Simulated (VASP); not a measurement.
A run of VASP 6.6.1 is set up as follows.

File INCAR:

```
SYSTEM = PtSe2
  PREC = Accurate
  ENCUT = 520
  EDIFF = 1E-6
  ISMEAR = 0
  SIGMA = 0.15
  LREAL = .False.
  LASPH = .True.
  NELM = 100
  ALGO = Normal
  ISIF = 2
  LWAVE = .False.
  LCHARG = .True.
  GGA = PE
  IVDW = 12
  LELF = .True.
  LVHAR = .True.
  NBANDS = 18
```

The input KPOINTS:

```
regular mesh
0
Gamma
  12 12 8
  0 0 0
```

The input POSCAR:

```
PtSe2
1.0
    3.6759774598      0.0000000000      0.0000000000
   -1.8379887299      3.1834898639      0.0000000000
    0.0000000000      0.0000000000      5.0757896765
Pt Se
1 2
Direct
    0.0000000000      0.0000000000      0.0000000000
    0.3333333333      0.6666666667      0.2026831210
    0.6666666667      0.3333333333      0.7973168790
```

Potentials or basis: VASP PAW PBE potentials, release 64 (Pt, Se).

Command:

```sh
$ cat potpaw_PBE.64/Pt/POTCAR potpaw_PBE.64/Se/POTCAR > POTCAR
$ mpirun -np 1 vasp_std > vasp.out
```

(1) What does it give for the pressure?

(2) Predict the dispersion energy per atom.

(3) Predict the band gap on the k mesh.

## Answers

(1) 29.9 GPa.

(2) -0.483 eV.

(3) 0.31 eV, direct.

Caveat: spin-orbit coupling is left out, which moves the levels of the heavy elements; forces of over 1 eV/Å act on the atoms, so gaps and moduli don't describe the material at rest.
